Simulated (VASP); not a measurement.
Crystal: Ti3Al.

```
Ti Al
1.0
     2.94693    0.00000    0.00000
    -1.47347    2.55212    0.00000
     0.00000    0.00000    9.28747
Ti Al
3 1
Direct
  0.33333 0.66667 0.24941
  0.33333 0.66667 0.75059
  0.66667 0.33333 0.00000
  0.66667 0.33333 0.50000
```

Base run:

* Program: VASP 6.6.1
* Functional: r2SCAN
* Potentials or basis: VASP PAW PBE potentials, release 64 (Ti_sv, Al)
* Cutoff: 520 eV
* k mesh: 10 × 10 × 3
* Occupations: fermi-dirac, width 0.05 eV
* Spin: no spin polarisation

Its results: pressure -2.7 GPa.

Problem. The run is repeated on the same cell with these changes: functional from r2SCAN to PBEsol; further incar settings from ALGO = Normal; EDIFF = 1e-07; NBANDS = 28 to ALGO = Fast; EDIFF = 1e-06; NBANDS = 28. What comes out?

Solution. Pressure -5.5 GPa.

Caveats: the PAW data sets were made with another functional, which shifts forces and pressure a little.
